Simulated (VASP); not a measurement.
# Al12Pt in VASP: further runs

Runs on Al12Pt. Level: PBEsol. Tasks: single point.

All numbers are computed with VASP 6.6.1; they aren't measurements. Logs are shortened: lines on timing, memory, paths and dates and some standing lists are left out, and cuts for length are marked.

**1. The cell of the first run**

The cell holds a slab with vacuum, 13 atoms: a = 5.728 Å, b = 5.728 Å, c = 16.677 Å, α = 90.00°, β = 90.00°, γ = 60.00°.

**2. Single point, PBEsol**

INCAR reads:

```
SYSTEM = Al12Pt
  PREC = Accurate
  ENCUT = 520
  EDIFF = 1E-7
  ISMEAR = -1
  SIGMA = 0.05
  LREAL = .False.
  LASPH = .True.
  NELM = 60
  ALGO = Normal
  ISIF = 2
  LWAVE = .False.
  LCHARG = .False.
  GGA = PS
  NBANDS = 35
```

KPOINTS reads:

```
Automatic mesh
0
Gamma
  3 3 1
  0 0 0
```

POSCAR reads:

```
Al12Pt
1.0
    5.7275650000      0.0000000000      0.0000000000
    2.8637820000      4.9602170000      0.0000000000
    0.0000000000      0.0000000000     16.6765370000
Al Pt
12 1
Direct
    0.1666666208      0.1666667003      0.0599644878
    0.6666667081      0.1666667003      0.0599644878
    0.1666666712      0.6666665995      0.0599644878
    0.6666667585      0.6666665995      0.0599644878
   -0.1508475827      0.3195838005      0.1961284288
    0.3393038022      0.3335307709      0.1947491257
   -0.1692287239      0.8380524481      0.2042541566
    0.3333128189      0.8385219840      0.2008658033
    0.0242816630     -0.0286306022      0.3504899129
    0.5019379614      0.0212829398      0.3454433016
   -0.0157384154      0.4852610279      0.3313976997
    0.5483281793      0.4949708853      0.3258063710
    0.2579145848      0.5240613465      0.4264606615
```

Potentials or basis: VASP PAW PBE potentials, release 64 (Al, Pt).

On the command line:

```bash
$ cat potpaw_PBE.64/Al/POTCAR potpaw_PBE.64/Pt/POTCAR > POTCAR
$ mpirun -np 1 vasp_std > vasp.out
```

OUTCAR:

```text
SYSTEM = Al12Pt
   PREC = Accurate
   ENCUT = 520
   EDIFF = 1E-7
   ISMEAR = -1
   LREAL = .False.
   LASPH = .True.
   NELM = 60
   ISIF = 2
   GGA = PS

 ion  position               nearest neighbor table
   1  0.167  0.167  0.060-   5 2.76   6 2.81   8 2.86   2 2.86   4 2.86   3 2.86   3 2.86   2 2.86
                             4 2.86
   2  0.667  0.167  0.060-   6 2.77   5 2.82   1 2.86   4 2.86   3 2.86   3 2.86   4 2.86   1 2.86
                             7 2.91
   3  0.167  0.667  0.060-   6 2.79   4 2.86   1 2.86   2 2.86   2 2.86   1 2.86   4 2.86   8 2.89
                             7 2.93
   4  0.667  0.667  0.060-   5 2.85   3 2.86   1 2.86   2 2.86   2 2.86   3 2.86   1 2.86   8 2.87
                             7 2.93
   5  0.849  0.320  0.196-  12 2.63  11 2.71   1 2.76   8 2.77   7 2.82   2 2.82   6 2.85   4 2.85
                             6 2.88   7 2.92   8 2.96   9 3.10
   6  0.339  0.334  0.195-   2 2.77   3 2.79   1 2.81   7 2.83   5 2.85   8 2.85  12 2.86   8 2.88
                             5 2.88  11 2.88   7 2.91  10 2.95
   7  0.831  0.838  0.204-  11 2.75   5 2.82   6 2.83   8 2.85  10 2.87   8 2.88   6 2.91   2 2.91
                             5 2.92   4 2.93   3 2.93   9 2.93
   8  0.333  0.839  0.201-  12 2.70   5 2.77   7 2.85   6 2.85   1 2.86   4 2.87   6 2.88   7 2.88
                             3 2.89   9 2.93   5 2.96  10 2.98
   9  0.024  0.971  0.350-  13 2.56  11 2.85  10 2.86  10 2.89  12 2.90  12 2.90  11 2.92   8 2.93
                             7 2.93   5 3.10
  10  0.502  0.021  0.345-  11 2.83  13 2.84   9 2.86   7 2.87  12 2.87   9 2.89  12 2.91  11 2.94
                             6 2.95   8 2.98
  11  0.984  0.485  0.331-  13 2.32  12 2.47   5 2.71   7 2.75  10 2.83   9 2.85   6 2.88   9 2.92
                            10 2.94  12 3.26
  12  0.548  0.495  0.326-  13 2.31  11 2.47   5 2.63   8 2.70   6 2.86  10 2.87   9 2.90   9 2.90
                            10 2.91  11 3.26
  13  0.258  0.524  0.426-  12 2.31  11 2.32   9 2.56  10 2.84

  LATTYP: Found a hexagonal cell.
 ALAT       =     5.7275649303
 C/A-ratio  =     2.9116277516

  Lattice vectors:

 A1 = (  -2.8637820000,  -4.9602170000,   0.0000000000)
 A2 = (   5.7275650000,   0.0000000000,   0.0000000000)
 A3 = (   0.0000000000,   0.0000000000,  16.6765370000)

Analysis of symmetry for initial positions (statically):
=====================================================================
 Subroutine PRICEL returns:
 Original cell was already a primitive cell.

 Routine SETGRP: Setting up the symmetry group for a
 hexagonal supercell.
[... 134 lines left out ...]
   EMIN   =  10.00;   EMAX   =-10.00  energy-range for DOS
   EFERMI =   0.00;   METHOD = LEGACY
   ISMEAR =    -1;   SIGMA  =   0.05  broadening in eV -4-tet -1-fermi 0-gaus
   EFERMI_NEDOS =   21; number of points for ismear=-14 and -15
   IALGO  =     38    algorithm
   IMIX   =      4    mixing-type and parameters
     AMIX     =   0.40;   BMIX     =  1.00
     AMIX_MAG =   1.60;   BMIX_MAG =  1.00
  volume/ion in A,a.u.               =      36.44       245.94
  Fermi-wavevector in a.u.,A,eV,Ry     =   0.752434  1.421895  7.703039  0.566157
  Thomas-Fermi vector in A             =   1.849644
   LORBIT       =      0    0 simple, 1 ext, 2 COOP (PROOUT), +10 PAW based schemes
   GGA     = PS    functional components
   LHFCALC =     F    Hartree Fock is set to
   AEXX    =    0.0000 exact exchange contribution
   IVDW    =     0    specifies the selected vdW correction
   LEPSILON=     F    determine dielectric tensor
   LRPA    =     F    only Hartree local field effects (RPA)
 non-spin polarized calculation
  energy-cutoff  :      520.00
  volume of cell :      473.78
 maximum number of plane-waves:     12795
 NGX is ok and might be reduce to    42
   NGX = 21   NGY = 21   NGZ = 63

 number of electron      45.9999999 magnetization

 Free energy of the ion-electron system (eV)
  ---------------------------------------------------
  ext. energy  EPLUGINS =         0.00000000
  ---------------------------------------------------
  free energy    TOTEN  =       -52.92773942 eV

  energy without entropy =      -52.83428713  energy(sigma->0) =      -52.88101328

 E-fermi :   1.3899     XC(G=0):  -5.7762

 val. band max:        1.3852623073   @ k =   0.0000   0.0000   0.0000
 cond. band min:       1.4036690989   @ k =   0.0000   0.3333   0.0000
 fundamental gap:      0.0184067916
 Fermi energy:         1.3899090159

 k-point     1 :       0.0000    0.0000    0.0000
  band No.  band energies     occupation
      1      -9.1047      2.00000
      2      -7.4879      2.00000
      3      -5.0517      2.00000
      4      -3.6565      2.00000
      5      -3.5417      2.00000
      6      -3.4787      2.00000
[... 179 lines left out ...]
     34       4.6482      0.00000
     35       4.7845      0.00000

------------------------ aborting loop because EDIFF is reached ----------------------------------------

  FORCE on cell =-STRESS in cart. coord.  units (eV):
  Direction    XX          YY          ZZ          XY          YZ          ZX
  --------------------------------------------------------------------------------------
  -------------------------------------------------------------------------------------
  Total        0.9881135     -6.1586174      0.1845529     -0.4887776      0.2365136     -0.4904557
  in kB        3.3414953    -20.8265453      0.6241011     -1.6528952      0.7998160     -1.6585700
  external PRESSURE =      -5.6203163 kB  Pullay stress =       0.0000000 kB

 VOLUME and BASIS-vectors are now :
 -----------------------------------------------------------------------------
  energy-cutoff  :      520.00
  volume of cell :      473.78
      direct lattice vectors                 reciprocal lattice vectors
     5.727565000  0.000000000  0.000000000     0.174594265 -0.100802024  0.000000000
     2.863782000  4.960217000  0.000000000     0.000000000  0.201604083  0.000000000
     0.000000000  0.000000000 16.676537000     0.000000000  0.000000000  0.059964488

 POSITION                                       TOTAL-FORCE (eV/Angst)
 -----------------------------------------------------------------------------------
      1.43189      0.82670      1.00000         0.243716      0.015978     -0.129489
      4.29567      0.82670      1.00000        -0.201089     -0.008667     -0.069750
      2.86378      3.30681      1.00000         0.015755     -0.155226      0.165721
      5.72757      3.30681      1.00000         0.023974      0.082235     -0.004012
      5.77879      1.58521      3.27074        -0.022632      0.016787     -0.026000
      2.89854      1.65438      3.24774        -0.002693      0.017530      0.003211
      7.15830      4.15692      3.40625         0.015850      0.021969     -0.009441
      4.31041      4.15925      3.34975         0.027547      0.014346      0.020232
      2.92086      4.81820      5.84496        -0.005966      0.026602      0.011808
      2.93583      0.10557      5.76080        -0.009199     -0.033092      0.031114
      7.02710      2.40700      5.52657         0.012709     -0.032566     -0.056015
      4.55807      2.45516      5.43332        -0.046692     -0.023667      0.061674
      2.97802      2.59946      7.11189        -0.051281      0.057771      0.000947
 -----------------------------------------------------------------------------------
    total drift:                                0.000023      0.000109     -0.000224

  FREE ENERGIE OF THE ION-ELECTRON SYSTEM (eV)
  ---------------------------------------------------
  free  energy   TOTEN  =       -52.9277394240 eV

  energy  without entropy=      -52.8342871281  energy(sigma->0) =      -52.88101328
```

OSZICAR:

```text
N       E                     dE             d eps       ncg     rms          rms(c)
DAV:   1     0.148604193277E+03    0.14860E+03   -0.14823E+04   350   0.977E+02
DAV:   2    -0.405518987329E+02   -0.18916E+03   -0.17317E+03   451   0.162E+02
DAV:   3    -0.558996753640E+02   -0.15348E+02   -0.14595E+02   460   0.394E+01
[... 15 lines left out ...]
DAV:  19    -0.529277361457E+02   -0.40933E-04   -0.53458E-06   433   0.899E-03    0.181E-03
DAV:  20    -0.529277383005E+02   -0.21548E-05   -0.35087E-07   372   0.248E-03    0.140E-03
DAV:  21    -0.529277392012E+02   -0.90070E-06   -0.24520E-07   369   0.298E-03    0.328E-04
DAV:  22    -0.529277393989E+02   -0.19767E-06   -0.49959E-08   329   0.952E-04    0.957E-05
DAV:  23    -0.529277394240E+02   -0.25069E-07   -0.11250E-08   292   0.503E-04
   1 F= -.52927739E+02 E0= -.52881013E+02  d E =-.934523E-01
```

Run time: 2.2 min. Hardware: 1 thread of AMD EPYC 9R45 (Zen 5), shared host; peak memory 0.59 GiB.

What came out:

```yaml
Free_energy: -52.9277 eV
Largest_force: 0.276 eV/Å
Band_gap_on_the_k_mesh: zero (bands 23 and 24 overlap by 0.03 eV)
```

Forces in eV/Å, atoms in the order of the input:
```
Al   0.244  0.016 -0.129
Al  -0.201 -0.009 -0.070
Al   0.016 -0.155  0.166
Al   0.024  0.082 -0.004
Al  -0.023  0.017 -0.026
Al  -0.003  0.018  0.003
Al   0.016  0.022 -0.009
Al   0.028  0.014  0.020
Al  -0.006  0.027  0.012
Al  -0.009 -0.033  0.031
Al   0.013 -0.033 -0.056
Al  -0.047 -0.024  0.062
Pt  -0.051  0.058  0.001
```

Caveat: the k points lie up to 0.42 Å⁻¹ apart; the PAW data sets were made with another functional, which shifts forces and pressure a little; spin-orbit coupling is left out, which moves the levels of the heavy elements.

**3. Single point, PBEsol**

INCAR reads:

```
SYSTEM = Al12Pt
  ALGO = Normal
  EDIFF = 1E-6
  ENCUT = 520
  GGA = PS
  ISIF = 2
  ISMEAR = -1
  LASPH = .True.
  LCHARG = .True.
  LELF = .True.
  LREAL = .False.
  LVHAR = .True.
  LWAVE = .False.
  NBANDS = 35
  NELM = 100
  PREC = Accurate
  SIGMA = 0.05
```

KPOINTS reads:

```
k-points
0
Gamma
  3 3 1
  0 0 0
```

POSCAR reads:

```
Al12Pt
1.0
    5.7275650000      0.0000000000      0.0000000000
    2.8637820000      4.9602170000      0.0000000000
    0.0000000000      0.0000000000     16.6765370000
Al Pt
12 1
Direct
    0.1666666208      0.1666667003      0.0599644878
    0.6666667081      0.1666667003      0.0599644878
    0.1666666712      0.6666665995      0.0599644878
    0.6666667585      0.6666665995      0.0599644878
   -0.1572539562      0.3295321555      0.1993248958
    0.3381293274      0.3377775609      0.1947043322
   -0.1660060294      0.8354924795      0.2034443362
    0.3306382292      0.8419907839      0.1995827431
    0.0084362496      0.0040603062      0.3406129822
    0.5172663401     -0.0077385727      0.3401621692
   -0.0148196296      0.5191129743      0.3378964110
    0.5285621422      0.5273767257      0.3303321907
    0.3497839381      0.3678798730      0.4272157943
```

Potentials or basis: VASP PAW PBE potentials, release 64 (Al, Pt).

On the command line:

```bash
$ cat potpaw_PBE.64/Al/POTCAR potpaw_PBE.64/Pt/POTCAR > POTCAR
$ mpirun -np 1 vasp_std > vasp.out
```

Run time: 2 min. Hardware: 1 thread of AMD EPYC 9R45 (Zen 5), shared host; peak memory 0.59 GiB.

The run converged. Its results:

* Free energy: -53.0405 eV
* Largest force: 0.300 eV/Å

Forces in eV/Å, atoms in the order of the input:
```
Al   0.261  0.143 -0.039
Al  -0.221  0.119  0.030
Al   0.001 -0.249  0.044
Al   0.028  0.023  0.038
Al   0.007  0.034  0.017
Al  -0.001  0.007 -0.001
Al   0.057  0.043 -0.083
Al   0.037  0.000  0.016
Al   0.014  0.022  0.022
Al  -0.025 -0.023 -0.070
Al   0.009 -0.012 -0.058
Al  -0.085 -0.022  0.064
Pt  -0.082 -0.086  0.020
```

Levels at points of the mesh, in eV from the Fermi level:
| k point | band 19 | band 20 | band 21 | band 22 | band 23 | band 24 | band 25 | band 26 | band 27 | band 28 |
| --- | --- | --- | --- | --- | --- | --- | --- | --- | --- | --- |
| (0.00, 0.00, 0.00) | -2.11 | -1.92 | -1.87 | -0.76 | -0.49 | 0.00 | 0.04 | 0.13 | 0.17 | 0.52 |

Caveat: the k points lie up to 0.42 Å⁻¹ apart; the PAW data sets were made with another functional, which shifts forces and pressure a little; spin-orbit coupling is left out, which moves the levels of the heavy elements.
